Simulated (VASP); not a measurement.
# GdO2 (P4/nmm) in VASP: single point with LDA+U

Aim: the single point of GdO2 with LDA+U.

Program: VASP 6.6.1. These are calculated values, not measurements. Logs are shortened: lines on timing, memory, paths and dates and some standing lists are left out, and cuts for length are marked.

### Step 1. The cell of the first run

Symmetry: P4/nmm, No. 129, tetragonal system. Conventional cell: a = 3.373 Å, b = 3.373 Å, c = 6.465 Å, α = 90.00°, β = 90.00°, γ = 90.00°. Within 3.1 Å of Gd (site symmetry 4mm) lie 9 O at 2.38 to 2.47 Å. Within 3.2 Å of O (site symmetry -4m2) lie 8 O at 2.39 to 2.90 Å and 4 Gd at 2.42 Å. Within 3.1 Å of O (site symmetry 4mm) lie 5 Gd at 2.38 to 2.47 Å and 8 O at 2.90 to 2.96 Å.

### Step 2. Single point, LDA+U, collinear spin, antiferromagnetic start

INCAR reads:

```
SYSTEM = GdO2
ALGO     = Normal         ! electronic algorithm
EDIFF    = 1E-6           ! SCF threshold, eV
ENCUT    = 520            ! plane-wave cutoff, eV
GGA      = CA             ! functional
ISIF     = 2              ! what is computed and relaxed
ISMEAR   = 1              ! smearing method
ISPIN    = 2              ! spin polarisation
LASPH    = .True.         ! aspherical terms in the spheres
LCHARG   = .False.        ! write CHGCAR
LDAU     = .True.         ! DFT+U
LDAUJ    = 0 0          
LDAUL    = 3 -1           ! shell
LDAUPRINT= 1            
LDAUTYPE = 2            
LDAUU    = 7 0            ! U, eV
LMAXMIX  = 6              ! l up to which the mixer works
LORBIT   = 11             ! projections on sites
LREAL    = .False.        ! projectors in reciprocal space
LWAVE    = .False.        ! write WAVECAR
MAGMOM   = 7 -7 0 0 0 0   ! initial moments
NBANDS   = 43             ! bands
NELM     = 150            ! most SCF steps
PREC     = Accurate       ! precision mode
SIGMA    = 0.05           ! smearing width, eV
```

KPOINTS reads:

```
k-points
0
Gamma
  7 7 4
  0 0 0
```

POSCAR reads:

```
GdO2
1.0
    3.3733800000      0.0000000000      0.0000000000
    0.0000000000      3.3733800000      0.0000000000
    0.0000000000      0.0000000000      6.4654440000
Gd O
2 4
Direct
    0.0000000000      0.5000000000      0.7321130000
    0.5000000000      0.0000000000      0.2678870000
    0.0000000000      0.0000000000      0.0000000000
    0.5000000000      0.5000000000      0.0000000000
    0.5000000000      0.0000000000      0.6354200000
    0.0000000000      0.5000000000      0.3645800000
```

Potentials or basis: VASP PAW PBE potentials, release 64 (Gd, O).

Command:

```
$ cat potpaw_PBE.64/Gd/POTCAR potpaw_PBE.64/O/POTCAR > POTCAR
$ mpirun -np 1 vasp_std > vasp.out
```

OUTCAR:

```text
SYSTEM = GdO2
   EDIFF = 1E-6
   ENCUT = 520
   GGA = CA
   ISIF = 2
   ISMEAR = 1
   ISPIN = 2
   LASPH = .True.
   LORBIT = 11
   LREAL = .False.
   NELM = 150
   PREC = Accurate

 ion  position               nearest neighbor table
   1  0.000  0.500  0.732-   6 2.38   4 2.42   3 2.42   3 2.42   4 2.42   5 2.47   5 2.47   5 2.47
                             5 2.47
   2  0.500  0.000  0.268-   5 2.38   4 2.42   3 2.42   4 2.42   3 2.42   6 2.47   6 2.47   6 2.47
                             6 2.47
   3  0.000  0.000  0.000-   1 2.42   2 2.42   1 2.42   2 2.42
   4  0.500  0.500  0.000-   1 2.42   2 2.42   2 2.42   1 2.42
   5  0.500  0.000  0.635-   2 2.38   1 2.47   1 2.47   1 2.47   1 2.47
   6  0.000  0.500  0.365-   1 2.38   2 2.47   2 2.47   2 2.47   2 2.47

  LATTYP: Found a simple tetragonal cell.
 ALAT       =     3.3733800000
 C/A-ratio  =     1.9166070825

  Lattice vectors:

 A1 = (   3.3733800000,   0.0000000000,   0.0000000000)
 A2 = (   0.0000000000,   3.3733800000,   0.0000000000)
 A3 = (   0.0000000000,   0.0000000000,   6.4654440000)

Analysis of symmetry for initial positions (statically):
=====================================================================
 Subroutine PRICEL returns:
 Original cell was already a primitive cell.

 Routine SETGRP: Setting up the symmetry group for a
 simple tetragonal supercell.

 Subroutine GETGRP returns: Found 16 space group operations
 (whereof  8 operations were pure point group operations)
 out of a pool of 16 trial point group operations.

The static configuration has the point symmetry D_2d.
 The point group associated with its full space group is D_4h.

Analysis of symmetry for dynamics (positions and initial velocities):
=====================================================================
 Subroutine PRICEL returns:
 Original cell was already a primitive cell.

 Routine SETGRP: Setting up the symmetry group for a
 simple tetragonal supercell.

 Subroutine GETGRP returns: Found 16 space group operations
 (whereof  8 operations were pure point group operations)
 out of a pool of 16 trial point group operations.

The dynamic configuration has the point symmetry D_2d.
 The point group associated with its full space group is D_4h.

Analysis of structural, dynamic, and magnetic symmetry:
=====================================================================
 Subroutine PRICEL returns:
 Original cell was already a primitive cell.

 Routine SETGRP: Setting up the symmetry group for a
 simple tetragonal supercell.

 Subroutine GETGRP returns: Found 16 space group operations
 (whereof  8 operations were pure point group operations)
 out of a pool of 16 trial point group operations.

The overall configuration has the point symmetry D_2d.
 The point group associated with its full space group is D_4h.

 Subroutine INISYM returns: Found 16 space group operations
[... 200 lines left out ...]
 -0.0000  0.0000  0.0000  0.0090  0.0000  0.0000 -0.0000
  0.0000 -0.0000 -0.0000  0.0000  0.0076 -0.0000  0.0031
 -0.0000  0.0000 -0.0000  0.0000 -0.0000  0.0077  0.0000
 -0.0000 -0.0000  0.0000 -0.0000  0.0031  0.0000  0.0064

spin component  2

  0.9932 -0.0000 -0.0019  0.0000  0.0000  0.0000 -0.0000
 -0.0000  0.9937  0.0000 -0.0000  0.0000 -0.0000  0.0000
 -0.0019  0.0000  0.9940  0.0000  0.0000 -0.0000  0.0000
  0.0000 -0.0000  0.0000  0.9947 -0.0000  0.0000 -0.0000
  0.0000  0.0000  0.0000 -0.0000  0.9940  0.0000  0.0019
  0.0000 -0.0000 -0.0000  0.0000  0.0000  0.9933 -0.0000
 -0.0000  0.0000  0.0000 -0.0000  0.0019 -0.0000  0.9932

 occupancies and eigenvectors

  o =  0.0039  v = -0.7714  0.0000 -0.6363 -0.0000  0.0000 -0.0000 -0.0000  0.0000  0.0000  0.0000  0.0000  0.0000  0.0000  0.0000      0.0000  0.0000  0.0000  0.0000  0.0000  0.0000  0.0000  0.0000  0.0000  0.0000  0.0000  0.0000  0.0000  0.0000
  o =  0.0039  v =  0.0000 -0.0000 -0.0000 -0.0000 -0.6363 -0.0000  0.7714  0.0000  0.0000  0.0000  0.0000  0.0000  0.0000  0.0000      0.0000  0.0000  0.0000  0.0000  0.0000  0.0000  0.0000  0.0000  0.0000  0.0000  0.0000  0.0000  0.0000  0.0000
  o =  0.0060  v =  0.0000 -1.0000 -0.0000  0.0000  0.0000  0.0000 -0.0000  0.0000  0.0000  0.0000  0.0000  0.0000  0.0000  0.0000      0.0000  0.0000  0.0000  0.0000  0.0000  0.0000  0.0000  0.0000  0.0000  0.0000  0.0000  0.0000  0.0000  0.0000
  o =  0.0077  v =  0.0000  0.0000 -0.0000 -0.0000  0.0000  1.0000 -0.0000  0.0000  0.0000  0.0000  0.0000  0.0000  0.0000  0.0000      0.0000  0.0000  0.0000  0.0000  0.0000  0.0000  0.0000  0.0000  0.0000  0.0000  0.0000  0.0000  0.0000  0.0000
  o =  0.0090  v =  0.0000  0.0000 -0.0000  1.0000 -0.0000  0.0000 -0.0000  0.0000  0.0000  0.0000  0.0000  0.0000  0.0000  0.0000      0.0000  0.0000  0.0000  0.0000  0.0000  0.0000  0.0000  0.0000  0.0000  0.0000  0.0000  0.0000  0.0000  0.0000
  o =  0.0102  v = -0.6363  0.0000  0.7714  0.0000 -0.0000  0.0000  0.0000  0.0000  0.0000  0.0000  0.0000  0.0000  0.0000  0.0000      0.0000  0.0000  0.0000  0.0000  0.0000  0.0000  0.0000  0.0000  0.0000  0.0000  0.0000  0.0000  0.0000  0.0000
  o =  0.0102  v =  0.0000  0.0000 -0.0000 -0.0000 -0.7714  0.0000 -0.6363  0.0000  0.0000  0.0000  0.0000  0.0000  0.0000  0.0000      0.0000  0.0000  0.0000  0.0000  0.0000  0.0000  0.0000  0.0000  0.0000  0.0000  0.0000  0.0000  0.0000  0.0000
  o =  0.9916  v =  0.0000  0.0000  0.0000  0.0000  0.0000  0.0000  0.0000  0.0000 -0.0000 -0.0000  0.0000 -0.6306 -0.0000  0.7761      0.0000  0.0000  0.0000  0.0000  0.0000  0.0000  0.0000  0.0000  0.0000  0.0000  0.0000  0.0000  0.0000  0.0000
  o =  0.9916  v =  0.0000  0.0000  0.0000  0.0000  0.0000  0.0000  0.0000 -0.7761  0.0000 -0.6306  0.0000  0.0000  0.0000 -0.0000      0.0000  0.0000  0.0000  0.0000  0.0000  0.0000  0.0000  0.0000  0.0000  0.0000  0.0000  0.0000  0.0000  0.0000
  o =  0.9933  v =  0.0000  0.0000  0.0000  0.0000  0.0000  0.0000  0.0000  0.0000 -0.0000 -0.0000  0.0000 -0.0000 -1.0000 -0.0000      0.0000  0.0000  0.0000  0.0000  0.0000  0.0000  0.0000  0.0000  0.0000  0.0000  0.0000  0.0000  0.0000  0.0000
  o =  0.9937  v =  0.0000  0.0000  0.0000  0.0000  0.0000  0.0000  0.0000  0.0000  1.0000 -0.0000  0.0000  0.0000 -0.0000  0.0000      0.0000  0.0000  0.0000  0.0000  0.0000  0.0000  0.0000  0.0000  0.0000  0.0000  0.0000  0.0000  0.0000  0.0000
  o =  0.9947  v =  0.0000  0.0000  0.0000  0.0000  0.0000  0.0000  0.0000  0.0000 -0.0000  0.0000  1.0000 -0.0000  0.0000 -0.0000      0.0000  0.0000  0.0000  0.0000  0.0000  0.0000  0.0000  0.0000  0.0000  0.0000  0.0000  0.0000  0.0000  0.0000
  o =  0.9956  v =  0.0000  0.0000  0.0000  0.0000  0.0000  0.0000  0.0000  0.0000 -0.0000  0.0000  0.0000  0.7761 -0.0000  0.6306      0.0000  0.0000  0.0000  0.0000  0.0000  0.0000  0.0000  0.0000  0.0000  0.0000  0.0000  0.0000  0.0000  0.0000
  o =  0.9956  v =  0.0000  0.0000  0.0000  0.0000  0.0000  0.0000  0.0000  0.6306  0.0000 -0.7761  0.0000  0.0000  0.0000 -0.0000      0.0000  0.0000  0.0000  0.0000  0.0000  0.0000  0.0000  0.0000  0.0000  0.0000  0.0000  0.0000  0.0000  0.0000

 number of electron      59.9999996 magnetization       0.0000000

 Free energy of the ion-electron system (eV)
  ---------------------------------------------------
  ext. energy  EPLUGINS =         0.00000000
  ---------------------------------------------------
  free energy    TOTEN  =       -61.97900585 eV

  energy without entropy =      -61.97848928  energy(sigma->0) =      -61.97883366

 E-fermi :   2.1334     XC(G=0): -12.3233

 val. band max:        2.1274825595   @ k =   0.1429   0.1429   0.2500
 cond. band min:       2.1751397264   @ k =   0.2857   0.0000   0.2500
 fundamental gap:      0.0476571669
 Fermi energy:         2.1333510180

 spin component 1

 k-point     1 :       0.0000    0.0000    0.0000
  band No.  band energies     occupation
      1     -39.9613      1.00000
      2     -37.1140      1.00000
      3     -18.4033      1.00000
      4     -17.2697      1.00000
      5     -17.2697      1.00000
      6     -16.2085      1.00000
[... 2153 lines left out ...]
     41       9.4196      0.00000
     42       9.7168      0.00000

 [... further k-points ...]

 [bands above 42 left out]

------------------------ aborting loop because EDIFF is reached ----------------------------------------

  FORCE on cell =-STRESS in cart. coord.  units (eV):
  Direction    XX          YY          ZZ          XY          YZ          ZX
  --------------------------------------------------------------------------------------
  -------------------------------------------------------------------------------------
  Total       -4.6572933     -4.6572933     -4.5044256      0.0000000      0.0000000     -0.0000000
  in kB     -101.4180564   -101.4180564    -98.0891821      0.0000000      0.0000000     -0.0000000
  external PRESSURE =    -100.3084316 kB  Pullay stress =       0.0000000 kB

 VOLUME and BASIS-vectors are now :
 -----------------------------------------------------------------------------
  energy-cutoff  :      520.00
  volume of cell :       73.57
      direct lattice vectors                 reciprocal lattice vectors
     3.373380000  0.000000000  0.000000000     0.296438587  0.000000000  0.000000000
     0.000000000  3.373380000  0.000000000     0.000000000  0.296438587  0.000000000
     0.000000000  0.000000000  6.465444000     0.000000000  0.000000000  0.154668419

 POSITION                                       TOTAL-FORCE (eV/Angst)
 -----------------------------------------------------------------------------------
      0.00000      1.68669      4.73344         0.000000     -0.000000      0.091180
      1.68669      0.00000      1.73201         0.000000     -0.000000     -0.091180
      0.00000      0.00000      0.00000        -0.000000      0.000000     -0.000000
      1.68669      1.68669      0.00000         0.000000     -0.000000     -0.000000
      1.68669      0.00000      4.10827         0.000000     -0.000000      0.041234
      0.00000      1.68669      2.35717         0.000000      0.000000     -0.041234
 -----------------------------------------------------------------------------------
    total drift:                                0.000000      0.000000     -0.000000

  FREE ENERGIE OF THE ION-ELECTRON SYSTEM (eV)
  ---------------------------------------------------
  free  energy   TOTEN  =       -61.9790058510 eV

  energy  without entropy=      -61.9784892794  energy(sigma->0) =      -61.97883366

 total charge

# of ion       s       p       d       f       tot
--------------------------------------------------
    1        2.021   5.633   0.472   6.998  15.125
    2        2.021   5.633   0.472   6.998  15.125
    3        1.585   3.244   0.000   0.000   4.828
    4        1.585   3.244   0.000   0.000   4.828
    5        1.546   3.405   0.000   0.000   4.950
    6        1.546   3.405   0.000   0.000   4.950
--------------------------------------------------
tot         10.303  24.563   0.945  13.997  49.807

 magnetization (x)

# of ion       s       p       d       f       tot
--------------------------------------------------
    1       -0.004  -0.065   0.039   6.901   6.870
    2        0.004   0.065  -0.039  -6.901  -6.870
    3        0.000   0.000   0.000   0.000   0.000
    4        0.000   0.000   0.000   0.000   0.000
    5       -0.002  -0.020   0.000   0.000  -0.022
    6        0.002   0.020   0.000   0.000   0.022
--------------------------------------------------
tot          0.000   0.000   0.000   0.000   0.000
```

It took 18 min on 1 thread of AMD EPYC 9R45 (Zen 5), shared host; peak memory 0.25 GiB.

What came out:

```
Free energy                                           : -61.9790 eV
Pressure                                              : -10.0 GPa
Largest force                                         : 0.091 eV/Å
Band gap on the k mesh                                : zero (filled and empty bands overlap)
Net moment                                            : 0.00 μB per cell
Site moments                                          : Gd +6.87, -6.87; O +0.00, -0.02, +0.02 μB
Valence electrons inside the program's atomic spheres : Gd 15.12; O 4.83, 4.95
```

Forces in eV/Å, atoms in the order of the input:
```
Gd   0.000  0.000  0.091
Gd   0.000  0.000 -0.091
O    0.000  0.000  0.000
O    0.000  0.000  0.000
O    0.000  0.000  0.041
O    0.000  0.000 -0.041
```

Eigenvalues of the final occupation matrices:
| site | spin | trace | eigenvalues |
| --- | --- | --- | --- |
| site 1 f | 1 | 6.96 | 0.99 0.99 0.99 0.99 0.99 1.00 1.00 |
| site 1 f | 2 | 0.05 | 0.00 0.00 0.01 0.01 0.01 0.01 0.01 |
| site 2 f | 1 | 0.05 | 0.00 0.00 0.01 0.01 0.01 0.01 0.01 |
| site 2 f | 2 | 6.96 | 0.99 0.99 0.99 0.99 0.99 1.00 1.00 |

Caveat: the PAW data sets were made with another functional, which shifts forces and pressure a little; spin-orbit coupling is left out, which moves the levels of the heavy elements.
